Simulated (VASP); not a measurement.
# NaI (Fm-3m) in VASP: G0W0 quasiparticle levels with PBE

Aim: the G0W0 quasiparticle levels of NaI with PBE.

Program: VASP 6.6.1. These are calculated values, not measurements. Logs are shortened: lines on timing, memory, paths and dates and some standing lists are left out, and cuts for length are marked.

## (1) The cell of the first run

The structure is cubic, space group Fm-3m (No. 225). Conventional cell: a = 6.459 Å, b = 6.459 Å, c = 6.459 Å, α = 90.00°, β = 90.00°, γ = 90.00°. Within 4.2 Å of Na (site symmetry m-3m) lie 6 I at 3.23 Å. I (site symmetry m-3m) has 6 Na at 3.23 Å within 4.2 Å.

## (2) G0W0 quasiparticle levels, PBE

POSCAR reads:

```
NaI
1.0
    0.0000000000      3.2297205115      3.2297205115
    3.2297205115      0.0000000000      3.2297205115
    3.2297205115      3.2297205115      0.0000000000
Na I
1 1
Direct
    0.0000000000      0.0000000000      0.0000000000
    0.5000000000      0.5000000000      0.5000000000
```

INCAR.step1 reads:

```
PREC = Accurate
ENCUT = 500
EDIFF = 1E-8
ISMEAR = 0
SIGMA = 0.01
LREAL = F
LASPH = T
NELM = 100
ALGO = Normal
LWAVE = T
LCHARG = F
GGA = PE
```

INCAR.step2 reads:

```
PREC = Accurate
ENCUT = 500
EDIFF = 1E-8
ISMEAR = 0
SIGMA = 0.01
LREAL = F
LASPH = T
NELM = 1
ALGO = Exact
LWAVE = T
LCHARG = F
GGA = PE
NBANDS = 289
LOPTICS = T
ISTART = 1
```

INCAR.step3 reads:

```
PREC = Accurate
ENCUT = 500
EDIFF = 1E-8
ISMEAR = 0
SIGMA = 0.01
LREAL = F
LASPH = T
ALGO = EVGW0
LWAVE = F
LCHARG = F
GGA = PE
NELMGW = 1
NBANDS = 289
ENCUTGW = 150.0
NOMEGA = 48
PRECFOCK = Fast
ISTART = 1
NBANDSGW = 16
```

KPOINTS reads:

```
Automatic mesh
0
Gamma
  4 4 4
```

Potentials or basis: VASP PAW PBE potentials, release 64 (Na_sv_GW, I_GW).

Started as:

```bash
$ cat potpaw_PBE.64/Na_sv_GW/POTCAR potpaw_PBE.64/I_GW/POTCAR > POTCAR
$ cp INCAR.step1 INCAR
$ mpirun -np 1 vasp_std > vasp.out
$ cp INCAR.step2 INCAR
$ mpirun -np 1 vasp_std > vasp.out
$ cp INCAR.step3 INCAR
$ mpirun -np 1 vasp_std > vasp.out
```

OUTCAR:

```text
PREC = Accurate
   ENCUT = 500
   EDIFF = 1E-8
   ISMEAR = 0
   LREAL = F
   LASPH = T
   GGA = PE
   NELMGW = 1
   ENCUTGW = 150.0
   PRECFOCK = Fast
   ISTART = 1

 ion  position               nearest neighbor table
   1  0.000  0.000  0.000-
   2  0.500  0.500  0.500-

  LATTYP: Found a face centered cubic cell.
 ALAT       =     6.4594410230

  Lattice vectors:

 A1 = (   0.0000000000,   3.2297205115,   3.2297205115)
 A2 = (   3.2297205115,   0.0000000000,   3.2297205115)
 A3 = (   3.2297205115,   3.2297205115,   0.0000000000)

Analysis of symmetry for initial positions (statically):
=====================================================================
 Subroutine PRICEL returns:
 Original cell was already a primitive cell.

 Routine SETGRP: Setting up the symmetry group for a
 face centered cubic supercell.

 Subroutine GETGRP returns: Found 48 space group operations
 (whereof 48 operations were pure point group operations)
 out of a pool of 48 trial point group operations.

The static configuration has the point symmetry O_h .

Analysis of symmetry for dynamics (positions and initial velocities):
=====================================================================
 Subroutine PRICEL returns:
 Original cell was already a primitive cell.

 Routine SETGRP: Setting up the symmetry group for a
 face centered cubic supercell.

 Subroutine GETGRP returns: Found 48 space group operations
 (whereof 48 operations were pure point group operations)
 out of a pool of 48 trial point group operations.

The dynamic configuration has the point symmetry O_h .

 Subroutine INISYM returns: Found 48 space group operations
 (whereof 48 operations are pure point group operations),
 and found     1 'primitive' translations

----------------------------------------------------------------------------------------

                                     Primitive cell

[... 44 lines left out ...]

 Following reciprocal coordinates:
            Coordinates               Weight
  0.000000  0.000000  0.000000      1.000000
  0.250000  0.000000  0.000000      8.000000
  0.500000  0.000000  0.000000      4.000000
  0.250000  0.250000  0.000000      6.000000
  0.500000  0.250000  0.000000     24.000000
 -0.250000  0.250000  0.000000     12.000000
  0.500000  0.500000  0.000000      3.000000
 -0.250000  0.500000  0.250000      6.000000
   k-points           NKPTS =      8   k-points in BZ     NKDIM =     64   number of bands    NBANDS=    289
   number of dos      NEDOS =    301   number of ions     NIONS =      2
   total plane-waves  NPLWV =  46656
   dimension x,y,z NGX =    36 NGY =   36 NGZ =   36
   dimension x,y,z NGXF=    72 NGYF=   72 NGZF=   72
   ions per type =               1   1
   NGX,Y,Z   is equivalent  to a cutoff of  13.10, 13.10, 13.10 a.u.
   NGXF,Y,Z  is equivalent  to a cutoff of  26.21, 26.21, 26.21 a.u.
 SYSTEM =  unknown system
   PREC   = accura    normal or accurate (medium, high low for compatibility)
   ISTART =      1    job   : 0-new  1-cont  2-samecut
   ICHARG =      0    charge: 1-file 2-atom 10-const
   ISPIN  =      1    spin polarized calculation?
   LNONCOLLINEAR =      F non collinear calculations
   LSORBIT =      F    spin-orbit coupling
   LASPH  =      T    aspherical Exc in radial PAW
   ENCUT  =  500.0 eV  36.75 Ry    6.06 a.u.   8.33  8.33  8.33*2*pi/ulx,y,z
   NELM   =     60;   NELMIN=  2; NELMDL=  0     # of ELM steps
   EDIFF  = 0.1E-07   stopping-criterion for ELM
   LREAL  =      F    real-space projection
   EDIFFG = 0.1E-06   stopping-criterion for IOM
   NSW    =      0    number of steps for IOM
   IBRION =     -1    ionic relax: 0-MD 1-quasi-New 2-CG
   NFREE  =      0    steps in history (QN), initial steepest desc. (CG)
   ISIF   =      0    stress and relaxation
   ISYM   =      3    0-nonsym 1-usesym 2-fastsym
   POTIM  = 0.5000    time-step for ionic-motion
   TEBEG  =    0.0;   TEEND  =   0.0 temperature during run
   PSTRESS=    0.0 pullay stress
   NELECT =      16.0000    total number of electrons
   NUPDOWN=      -1.0000    fix difference up-down
   EMIN   =  10.00;   EMAX   =-10.00  energy-range for DOS
   EFERMI =   0.00;   METHOD = LEGACY
   ISMEAR =     0;   SIGMA  =   0.01  broadening in eV -4-tet -1-fermi 0-gaus
   EFERMI_NEDOS =   21; number of points for ismear=-14 and -15
   IALGO  =     38    algorithm
   IMIX   =      4    mixing-type and parameters
     AMIX     =   0.40;   BMIX     =  1.00
     AMIX_MAG =   1.60;   BMIX_MAG =  1.00
  volume/ion in A,a.u.               =      33.69       227.35
  Fermi-wavevector in a.u.,A,eV,Ry     =   1.013771  1.915749 13.983139  1.027732
  Thomas-Fermi vector in A             =   2.146959
   LORBIT       =      0    0 simple, 1 ext, 2 COOP (PROOUT), +10 PAW based schemes
   GGA     = PE    functional components
   LHFCALC =     T    Hartree Fock is set to
   PRECFOCK=fast      Normal, Fast or Accurate (Low or Medium for compatibility)
   ENCUT4O =  -1.0   cutoff for four orbital integrals eV
   NKREDX  =     1    reduce k-point grid by
   NKREDY  =     1    reduce k-point grid by
   NKREDZ  =     1    reduce k-point grid by
   AEXX    =    1.0000 exact exchange contribution
   HFSCREEN=    0.0000 screening length (either q_TF or 0.3 A-1)
   HFSCREENC=   0.0000 screening length for correlation (either q_TF or 0.3 A-1)
   ENCUTFOCK=  -1.0 apply spherical cutoff to Coloumb kernel
   IVDW    =     0    specifies the selected vdW correction
   LEPSILON=     F    determine dielectric tensor
   LRPA    =     F    only Hartree local field effects (RPA)
   LRPAFORCE           =     F    calculate RPA forces
   ENCUTGW             = 150.0    cutoff for response function in eV
   ENCUTGWSOFT         = 120.0    soft cutoff for Coulomb kernel in GW response function in eV
   ENCUTLF             =  -1.0    cutoff for local field effects
   NELMGW              =     1    number of iterations in solving QP/BSE equation
   NELMHF              =     1    number of iterations in the inner HF iteration
   NKREDLFX            =     1    NKREDLFY  =   1   NKREDLFZ  =   1
 non-spin polarized calculation
 Gauss-broadening in eV      SIGMA  =   0.01
  energy-cutoff  :      500.00
  volume of cell :       67.38
 maximum number of plane-waves:      1724
 NGX is ok and might be reduce to    36
  NGX = 18; NGY = 18; NGZ = 18
   NGX = 17   NGY = 17   NGZ = 17
 maximum number of plane-waves:       290

 QP shifts <psi_nk| G(iteration)W_0 |psi_nk>: iteration 1
 for sc-GW calculations column KS-energies equals QP-energies in previous step
 and V_xc(KS)=  KS-energies - (<T + V_ion + V_H > + <T+V_H+V_ion>^1  + <V_x>^1)

 k-point   1 :       0.0000    0.0000    0.0000
  band No.  KS-energies  QP-energies   sigma(KS)   V_xc(KS)     V^pw_x(r,r')   Z            occupation Imag(sigma)

      1     -49.6708     -58.1967     -40.7890     -29.2787     -49.1331       0.7407       2.0000       0.5678
      2     -21.6093     -26.9366     -35.1493     -28.3130     -41.3430       0.7793       2.0000       0.3386
      3     -21.6093     -26.9366     -35.1493     -28.3130     -41.3430       0.7793       2.0000       0.3386
      4     -21.6093     -26.9366     -35.1493     -28.3130     -41.3430       0.7793       2.0000       0.3386
      5     -10.2064     -11.7088     -13.9849     -11.9506     -18.9307       0.7385       2.0000       1.6133
      6       0.8253      -0.7316     -13.2719     -11.3009     -14.3157       0.7899       2.0000       0.1993
[... 135 lines left out ...]
      2     -21.6119     -26.8354     -35.1371     -28.3023     -41.3298       0.7643       2.0000       0.3401
      3     -21.6119     -26.8354     -35.1371     -28.3023     -41.3298       0.7643       2.0000       0.3401
      4     -21.6119     -26.8354     -35.1371     -28.3023     -41.3298       0.7643       2.0000       0.3401
      5      -9.8007     -11.2551     -14.2730     -12.3480     -19.0751       0.7555       2.0000       1.5034
      6      -0.5962      -2.2924     -12.2806     -10.1069     -13.6844       0.7803       2.0000       0.2599
[... 8 lines left out ...]
     15      13.6357      14.5527      -7.1931      -8.3352      -2.9729       0.8029       0.0000      -0.5117
     16      14.3841      15.3239      -7.9059      -9.0877      -3.5833       0.7952       0.0000      -0.5292
```

Wall time 8 min (1 thread of Intel Xeon Platinum 8259CL at 2.50GHz (Skylake/Cascade Lake), shared host); peak memory 0.84 GiB.

What came out:

- Band gap on the k mesh, mean-field level: 3.65 eV, direct
- Quasiparticle gap: 5.81 eV
- Least direct quasiparticle gap: 5.81 eV

Caveat: the k points lie up to 0.42 Å⁻¹ apart; bands, screening cutoff and mesh are small and nothing is extrapolated, so the quasiparticle values aren't converged; spin-orbit coupling is left out, which moves the levels of the heavy elements.
